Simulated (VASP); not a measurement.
Input of a VASP 6.6.1 run:

The input POSCAR:

```
KPtBr3
1.0
    3.6581560000      6.3361090000      0.0000000000
   -3.6581560000      6.3361090000      0.0000000000
    0.0000000000      0.0000000000      6.2492650000
Pt K Br
2 2 6
Direct
    0.0000000000      0.0000000000      0.0000000000
    0.0000000000      0.0000000000      0.5000000000
    0.3333000000      0.3334000000      0.7500000000
    0.6666000000      0.6667000000      0.2500000000
    0.1570000000      0.6860000000      0.2500000000
    0.3140000000      0.8430000000      0.7500000000
    0.1570000000      0.1570000000      0.2500000000
    0.8430000000      0.3140000000      0.7500000000
    0.6860000000      0.1570000000      0.2500000000
    0.8430000000      0.8430000000      0.7500000000
```

Contents of INCAR.step1:

```
PREC     = Accurate       # precision mode
ENCUT    = 630            # plane-wave cutoff, eV
ISMEAR   = -1             # smearing method
SIGMA    = 0.1            # smearing width, eV
LREAL    = False          # projectors in reciprocal space
LASPH    = True           # aspherical terms in the spheres
NELM     = 120            # most SCF steps
NBANDS   = 59             # bands
GGA      = PE             # functional
ALGO     = Normal         # electronic algorithm
EDIFF    = 1E-5           # SCF threshold, eV
LWAVE    = True           # write WAVECAR
LCHARG   = False          # write CHGCAR
GGA_COMPAT= False
```

INCAR.step2

```
PREC     = Accurate       # precision mode
ENCUT    = 630            # plane-wave cutoff, eV
EDIFF    = 1E-6           # SCF threshold, eV
ISMEAR   = -1             # smearing method
SIGMA    = 0.1            # smearing width, eV
LREAL    = False          # projectors in reciprocal space
LASPH    = True           # aspherical terms in the spheres
NELM     = 120            # most SCF steps
ALGO     = Normal         # electronic algorithm
ISIF     = 2              # what is computed and relaxed
LWAVE    = False          # write WAVECAR
LCHARG   = False          # write CHGCAR
METAGGA  = R2SCAN         # meta-GGA
LMIXTAU  = True         
NBANDS   = 59             # bands
ISTART   = 1            
GGA_COMPAT= False
```

File KPOINTS:

```
regular mesh
0
Gamma
  3 3 3
```

Potentials or basis: VASP PAW PBE potentials, release 64 (Pt_sv_GW, K_sv, Br).

Run with:

```console
$ cat potpaw_PBE.64/Pt_sv_GW/POTCAR potpaw_PBE.64/K_sv/POTCAR potpaw_PBE.64/Br/POTCAR > POTCAR
$ cp INCAR.step1 INCAR
$ mpirun -np 1 vasp_std > vasp.out
$ cp INCAR.step2 INCAR
$ mpirun -np 1 vasp_std > vasp.out
```

Q: What does it give for the pressure?

A: 5.1 GPa.

Q: What does it give for the largest force?

A: 1.790 eV/Å.

Q: What does it give for the band gap on the k mesh?

A: 0.06 eV.

Forces in eV/Å, atoms in the order of the input:
```
Pt   0.000  0.000  0.000
Pt   0.000  0.000  0.000
K    0.000  0.000  0.000
K    0.000  0.000  0.000
Br   1.550 -0.895  0.000
Br   1.550  0.895  0.000
Br   0.000  1.790  0.000
Br  -1.550  0.895  0.000
Br  -1.550 -0.895  0.000
Br   0.000 -1.790  0.000
```

Caveat: the cell stands under pressure; the PAW data sets were made with another functional, which shifts forces and pressure a little; spin-orbit coupling is left out, which moves the levels of the heavy elements. A k mesh can miss the band edges.
